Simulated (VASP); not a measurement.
Input of a VASP 6.6.1 run:

Contents of INCAR:

```
PREC = Accurate
ENCUT = 520
EDIFF = 1E-6
ISMEAR = 0
SIGMA = 0.15
LREAL = F
LASPH = T
NELM = 60
ALGO = Fast
ISIF = 2
LWAVE = F
LCHARG = F
GGA = PE
NBANDS = 14
```

KPOINTS

```
Automatic mesh
0
Gamma
  16 16 16
```

Contents of POSCAR:

```
AlNi
1.0
    2.0085534309     -2.0085201929      0.0000000000
    2.0085534309      2.0085201929      0.0000000000
    0.0000000000      0.0000000000      3.0551000000
Al Ni
1 1
Direct
    0.0000000000      0.0000000000      0.0000000000
    0.5000000000      0.5000000000      0.5000000000
```

Potentials or basis: VASP PAW PBE potentials, release 64 (Al, Ni).

The run is started by

```bash
$ cat potpaw_PBE.64/Al/POTCAR potpaw_PBE.64/Ni/POTCAR > POTCAR
$ mpirun -np 1 vasp_std > vasp.out
```

Task: What does it give for the band gap on the k mesh?

Result: Zero (an odd number of electrons rules out a gap without spin polarisation).

Task: What does it give for the pressure?

Result: -2.6 GPa.

Stress tensor (GPa, compression positive):
```
-1.23  0.00  0.00
 0.00 -1.23  0.00
 0.00  0.00 -5.34
```

Spin polarisation is off, so any magnetic state and its effect on volume and gap are missing.
